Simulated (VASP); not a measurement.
Here is a VASP 6.6.1 calculation.

INCAR

```
  PREC = Accurate
  ENCUT = 520
  EDIFF = 1E-8
  ISMEAR = -1
  SIGMA = 0.02
  LREAL = False
  LASPH = True
  NELM = 80
  ALGO = Normal
  ISIF = 2
  LWAVE = False
  LCHARG = False
  GGA = PE
  LEFG = True
  NBANDS = 17
```

File KPOINTS:

```
regular mesh
0
Gamma
  9 9 9
```

The input POSCAR:

```
SnSe
1.0
    0.0000000000      2.9876758353      3.0551500000
    2.9876758353      0.0000000000      3.0551500000
    2.9876758353      2.9876758353      0.0000000000
Sn Se
1 1
Direct
    0.0000000000      0.0000000000      0.0000000000
    0.5000000000      0.5000000000      0.5000000000
```

Potentials or basis: VASP PAW PBE potentials, release 64 (Sn_d, Se).

The run is started by

```console
$ cat potpaw_PBE.64/Sn_d/POTCAR potpaw_PBE.64/Se/POTCAR > POTCAR
$ mpirun -np 1 vasp_std > vasp.out
```

(1) Predict the band gap on the k mesh.

(2) Predict the pressure.

Results:

(1) 0.52 eV, indirect (least direct gap 0.57 eV).

(2) 1.1 GPa.

Caveat: without QUAD_EFG the Cq values of the log hold for a quadrupole moment of 1 mb, not for the nuclei; spin-orbit coupling is left out, which moves the levels of the heavy elements.
